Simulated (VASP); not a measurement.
# SiGe (P6_3mc) in VASP: further runs, part 2 of 3

VASP 6.6.1. Earlier steps stand in the parts before.

**4. Single point, r2SCAN (uniaxial strain along c: -3.0 %)**

The input, POSCAR:

```
SiGe
1.0
    3.9336604753      0.0000000000      0.0000000000
   -1.9668302377      3.4066499015      0.0000000000
    0.0000000000      0.0000000000      6.2600692772
Si Ge
2 2
Direct
    0.6666666662      0.3333333338      0.8758831230
    0.3333333338      0.6666666662      0.3758831230
    0.6666666670      0.3333333330      0.4991158770
    0.3333333330      0.6666666670     -0.0008841230
```

The input, INCAR.step1:

```
SYSTEM = SiGe
PREC = Accurate
ENCUT = 520
ISMEAR = 0
SIGMA = 0.02
LREAL = .False.
LASPH = .True.
NELM = 100
NBANDS = 26
GGA = PE
ALGO = Normal
EDIFF = 1E-4
LWAVE = .True.
LCHARG = .False.
```

The input, INCAR.step2:

```
SYSTEM = SiGe
PREC = Accurate
ENCUT = 520
EDIFF = 1E-6
ISMEAR = 0
SIGMA = 0.02
LREAL = .False.
LASPH = .True.
NELM = 100
ALGO = Normal
ISIF = 2
LWAVE = .False.
LCHARG = .False.
METAGGA = R2SCAN
LMIXTAU = .True.
NBANDS = 26
ISTART = 1
```

The input, KPOINTS:

```
regular mesh
0
Gamma
  12 12 4
  0 0 0
```

Potentials or basis: VASP PAW PBE potentials, release 64 (Si, Ge_d).

Started as:

```
cat potpaw_PBE.64/Si/POTCAR potpaw_PBE.64/Ge_d/POTCAR > POTCAR
cp INCAR.step1 INCAR
mpirun -np 1 vasp_std > vasp.out
cp INCAR.step2 INCAR
mpirun -np 1 vasp_std > vasp.out
```

OUTCAR:

```text
SYSTEM = SiGe
   PREC = Accurate
   ENCUT = 520
   EDIFF = 1E-6
   ISMEAR = 0
   LREAL = .False.
   LASPH = .True.
   NELM = 100
   ISIF = 2
   METAGGA = R2SCAN
   ISTART = 1

 ion  position               nearest neighbor table
   1  0.667  0.333  0.876-   3 2.36   4 2.40   4 2.40   4 2.40
   2  0.333  0.667  0.376-   4 2.36   3 2.40   3 2.40   3 2.40
   3  0.667  0.333  0.499-   1 2.36   2 2.40   2 2.40   2 2.40
   4  0.333  0.667  0.999-   2 2.36   1 2.40   1 2.40   1 2.40

  LATTYP: Found a hexagonal cell.
 ALAT       =     3.9336604753
 C/A-ratio  =     1.5914106763

  Lattice vectors:

 A1 = (   3.9336604753,   0.0000000000,   0.0000000000)
 A2 = (  -1.9668302377,   3.4066499015,   0.0000000000)
 A3 = (   0.0000000000,   0.0000000000,   6.2600692772)

Analysis of symmetry for initial positions (statically):
=====================================================================
 Subroutine PRICEL returns:
 Original cell was already a primitive cell.

 Routine SETGRP: Setting up the symmetry group for a
 hexagonal supercell.

 Subroutine GETGRP returns: Found 12 space group operations
 (whereof  6 operations were pure point group operations)
 out of a pool of 24 trial point group operations.

The static configuration has the point symmetry C_3v.
 The point group associated with its full space group is C_6v.

Analysis of symmetry for dynamics (positions and initial velocities):
=====================================================================
 Subroutine PRICEL returns:
 Original cell was already a primitive cell.

 Routine SETGRP: Setting up the symmetry group for a
 hexagonal supercell.

 Subroutine GETGRP returns: Found 12 space group operations
 (whereof  6 operations were pure point group operations)
 out of a pool of 24 trial point group operations.

The dynamic configuration has the point symmetry C_3v.
 The point group associated with its full space group is C_6v.

 Subroutine INISYM returns: Found 12 space group operations
 (whereof  6 operations are pure point group operations),
 and found     1 'primitive' translations

----------------------------------------------------------------------------------------

                                     Primitive cell

  volume of cell :      83.8887

  direct lattice vectors                    reciprocal lattice vectors
     3.933660475  0.000000000  0.000000000     0.254216145  0.146771759  0.000000000
    -1.966830238  3.406649901  0.000000000     0.000000000  0.293543519  0.000000000
     0.000000000  0.000000000  6.260069277     0.000000000  0.000000000  0.159742641

  length of vectors
     3.933660475  3.933660475  6.260069277     0.293543519  0.293543519  0.159742641

  position of ions in fractional coordinates (direct lattice)
     0.666666666  0.333333334  0.875883123
     0.333333334  0.666666666  0.375883123
     0.666666667  0.333333333  0.499115877
     0.333333333  0.666666667  0.999115877

  ion indices of the primitive-cell ions
   primitive index   ion index
                 1           1
                 2           2
                 3           3
                 4           4

----------------------------------------------------------------------------------------

 KPOINTS: regular mesh

Automatic generation of k-mesh.
 Grid dimensions read from file:
 generate k-points for:   12   12    4

 Generating k-lattice:

  Cartesian coordinates                     Fractional coordinates (reciprocal lattice)
     0.021184679  0.012230980  0.000000000     0.083333333 -0.000000000  0.000000000
     0.000000000  0.024461960  0.000000000     0.000000000  0.083333333  0.000000000
     0.000000000  0.000000000  0.039935660     0.000000000  0.000000000  0.250000000

  Length of vectors
     0.024461960  0.024461960  0.039935660

  Shift w.r.t. Gamma in fractional coordinates (k-lattice)
     0.000000000  0.000000000  0.000000000

 Subroutine IBZKPT returns following result:
 ===========================================

 Found     57 irreducible k-points:

 Following reciprocal coordinates:
            Coordinates               Weight
  0.000000  0.000000  0.000000      1.000000
  0.083333 -0.000000  0.000000      6.000000
  0.166667  0.000000  0.000000      6.000000
  0.250000  0.000000  0.000000      6.000000
  0.333333  0.000000  0.000000      6.000000
  0.416667 -0.000000  0.000000      6.000000
[... 16 lines left out ...]
  0.250000  0.000000  0.250000     12.000000
  0.333333  0.000000  0.250000     12.000000
 [... further k-points ...]
   k-points           NKPTS =     57   k-points in BZ     NKDIM =     57   number of bands    NBANDS=     26
   number of dos      NEDOS =    301   number of ions     NIONS =      4
   total plane-waves  NPLWV =  43200
   dimension x,y,z NGX =    30 NGY =   30 NGZ =   48
   dimension x,y,z NGXF=    60 NGYF=   60 NGZF=   96
   ions per type =               2   2
   NGX,Y,Z   is equivalent  to a cutoff of  12.68, 12.68, 12.75 a.u.
   NGXF,Y,Z  is equivalent  to a cutoff of  25.36, 25.36, 25.49 a.u.
 SYSTEM =  SiGe
   PREC   = accura    normal or accurate (medium, high low for compatibility)
   ISTART =      1    job   : 0-new  1-cont  2-samecut
   ICHARG =      0    charge: 1-file 2-atom 10-const
   ISPIN  =      1    spin polarized calculation?
   LNONCOLLINEAR =      F non collinear calculations
   LSORBIT =      F    spin-orbit coupling
   LASPH  =      T    aspherical Exc in radial PAW
   ENCUT  =  520.0 eV  38.22 Ry    6.18 a.u.   7.31  7.31 11.64*2*pi/ulx,y,z
   NELM   =    100;   NELMIN=  2; NELMDL=  0     # of ELM steps
   EDIFF  = 0.1E-05   stopping-criterion for ELM
   LREAL  =      F    real-space projection
   EDIFFG = 0.1E-04   stopping-criterion for IOM
   NSW    =      0    number of steps for IOM
   IBRION =     -1    ionic relax: 0-MD 1-quasi-New 2-CG
   NFREE  =      0    steps in history (QN), initial steepest desc. (CG)
   ISIF   =      2    stress and relaxation
   ISYM   =      2    0-nonsym 1-usesym 2-fastsym
   POTIM  = 0.5000    time-step for ionic-motion
   TEBEG  =    0.0;   TEEND  =   0.0 temperature during run
   PSTRESS=    0.0 pullay stress
   NELECT =      36.0000    total number of electrons
   NUPDOWN=      -1.0000    fix difference up-down
   EMIN   =  10.00;   EMAX   =-10.00  energy-range for DOS
   EFERMI =   0.00;   METHOD = LEGACY
   ISMEAR =     0;   SIGMA  =   0.02  broadening in eV -4-tet -1-fermi 0-gaus
   EFERMI_NEDOS =   21; number of points for ismear=-14 and -15
   IALGO  =     38    algorithm
   IMIX   =      4    mixing-type and parameters
     AMIX     =   0.40;   BMIX     =  1.00
     AMIX_MAG =   1.60;   BMIX_MAG =  1.00
  volume/ion in A,a.u.               =      20.97       141.53
  Fermi-wavevector in a.u.,A,eV,Ry     =   1.234832  2.333494 20.746296  1.524810
  Thomas-Fermi vector in A             =   2.369506
   LORBIT       =      0    0 simple, 1 ext, 2 COOP (PROOUT), +10 PAW based schemes
   METAGGA = R2SCAN    functional components
   LHFCALC =     F    Hartree Fock is set to
   AEXX    =    0.0000 exact exchange contribution
   IVDW    =     0    specifies the selected vdW correction
   LEPSILON=     F    determine dielectric tensor
   LRPA    =     F    only Hartree local field effects (RPA)
 non-spin polarized calculation
 Gauss-broadening in eV      SIGMA  =   0.02
  energy-cutoff  :      520.00
  volume of cell :       83.89
 maximum number of plane-waves:      2297
 NGX is ok and might be reduce to    30
   NGX = 15   NGY = 15   NGZ = 23

 number of electron      36.0000029 magnetization

 Free energy of the ion-electron system (eV)
  ---------------------------------------------------
  ext. energy  EPLUGINS =         0.00000000
  ---------------------------------------------------
  free energy    TOTEN  =       -45.12184909 eV

  energy without entropy =      -45.12184909  energy(sigma->0) =      -45.12184909

 E-fermi :   5.7929     XC(G=0): -10.4433

 val. band max:        5.6023737575   @ k =   0.0000   0.0000   0.0000
 cond. band min:       6.0025538904   @ k =   0.0000   0.0000   0.0000
 fundamental gap:      0.4001801329
 Fermi energy:         5.7929073939

 k-point     1 :       0.0000    0.0000    0.0000
  band No.  band energies     occupation
      1     -19.6036      2.00000
      2     -19.6024      2.00000
      3     -19.5971      2.00000
      4     -19.5971      2.00000
      5     -19.5937      2.00000
      6     -19.5937      2.00000
[... 18 lines left out ...]
     25      10.2364      0.00000
     26      12.4131      0.00000
[... 644 lines left out ...]
      4     -19.5919      2.00000
      5     -19.5910      2.00000
      6     -19.5887      2.00000
[... 18 lines left out ...]
     25      13.1806      0.00000
     26      13.1955      0.00000

 [... further k-points ...]
[... 5 lines left out ...]
  --------------------------------------------------------------------------------------
  -------------------------------------------------------------------------------------
  Total       -0.6067206     -0.6067206      3.4984415      0.0000000      0.0000000     -0.0000000
  in kB      -11.5876621    -11.5876621     66.8161862      0.0000000      0.0000000     -0.0000000
  external PRESSURE =      14.5469540 kB  Pullay stress =       0.0000000 kB

 VOLUME and BASIS-vectors are now :
 -----------------------------------------------------------------------------
  energy-cutoff  :      520.00
  volume of cell :       83.89
      direct lattice vectors                 reciprocal lattice vectors
     3.933660475  0.000000000  0.000000000     0.254216145  0.146771759  0.000000000
    -1.966830238  3.406649901  0.000000000     0.000000000  0.293543519  0.000000000
     0.000000000  0.000000000  6.260069277     0.000000000  0.000000000  0.159742641

 POSITION                                       TOTAL-FORCE (eV/Angst)
 -----------------------------------------------------------------------------------
      1.96683      1.13555      5.48309         0.000000     -0.000000      0.181899
      0.00000      2.27110      2.35305         0.000000      0.000000      0.181899
      1.96683      1.13555      3.12450        -0.000000     -0.000000     -0.181899
     -0.00000      2.27110      6.25453        -0.000000      0.000000     -0.181899
 -----------------------------------------------------------------------------------
    total drift:                               -0.000001      0.000001     -0.000516

  FREE ENERGIE OF THE ION-ELECTRON SYSTEM (eV)
  ---------------------------------------------------
  free  energy   TOTEN  =       -45.1218490920 eV

  energy  without entropy=      -45.1218490920  energy(sigma->0) =      -45.12184909
```

Run time: 5.2 min. Hardware: 1 thread of Intel Xeon Platinum 8488C (Sapphire Rapids), shared host; peak memory 0.27 GiB.

What came out:

- Free energy: -45.1218 eV
- Pressure: 1.5 GPa
- Largest force: 0.182 eV/Å
- Band gap on the k mesh: 0.40 eV

Forces in eV/Å, atoms in the order of the input:
```
Si   0.000  0.000  0.182
Si   0.000  0.000  0.182
Ge   0.000  0.000 -0.182
Ge   0.000  0.000 -0.182
```

Levels at points of the mesh, in eV from the valence-band top:
```
           k point  band 15  band 16  band 17  band 18  band 19  band 20  band 21  band 22
(0.00, 0.00, 0.00)    -1.87    -0.17     0.00     0.00     0.40     2.06     2.06     2.36
(0.50, 0.00, 0.00)    -4.98    -3.49    -3.13    -1.56     0.47     2.45     3.54     3.73
(0.00, 0.00, 0.50)    -1.16    -1.16    -1.16    -1.16     1.32     1.32     3.26     3.26
(0.50, 0.00, 0.50)    -2.73    -2.73    -2.55    -2.55     1.00     1.00     2.24     2.24
```

Caveat: the cell differs from its parent crystal (uniaxial strain along c: -3.0 %); the stress differs along the axes, from -1 to 7 GPa; semilocal functionals underestimate gaps, and a narrow one can read as zero; the PAW data sets were made with another functional, which shifts forces and pressure a little. A k mesh can miss the band edges.

(Continued in part 3 of 3.)
